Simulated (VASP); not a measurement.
A run of VASP 6.6.1 is set up as follows.

INCAR

```
PREC     = Accurate       # precision mode
ENCUT    = 520            # plane-wave cutoff, eV
EDIFF    = 1E-6           # SCF threshold, eV
ISMEAR   = 0              # smearing method
SIGMA    = 0.05           # smearing width, eV
LREAL    = F              # projectors in reciprocal space
LASPH    = T              # aspherical terms in the spheres
NELM     = 150            # most SCF steps
ALGO     = Normal         # electronic algorithm
ISIF     = 2              # what is computed and relaxed
LWAVE    = F              # write WAVECAR
LCHARG   = F              # write CHGCAR
ISPIN    = 2              # spin polarisation
MAGMOM   = 0.5 0.5        # initial moments
LORBIT   = 11             # projections on sites
LMAXMIX  = 6              # l up to which the mixer works
GGA      = PE             # functional
NBANDS   = 29             # bands
```

The input KPOINTS:

```
regular mesh
0
Gamma
  14 14 8
```

File POSCAR:

```
Gd
1.0
    3.6464664365      0.0000000000      0.0000000000
   -1.8232332183      3.1579325681      0.0000000000
    0.0000000000      0.0000000000      5.8308383863
Gd
2
Direct
    0.3333333333      0.6666666667      0.7500000000
    0.6666666667      0.3333333333      0.2500000000
```

Potentials or basis: VASP PAW PBE potentials, release 64 (Gd).

Run with:

```sh
$ cat potpaw_PBE.64/Gd/POTCAR > POTCAR
$ mpirun -np 1 vasp_std > vasp.out
```

Estimate the pressure.

-0.1 GPa.

What does it give for the site moments?

Gd +7.01 μB.

 The state reached can hang on the start; a lower one may exist.
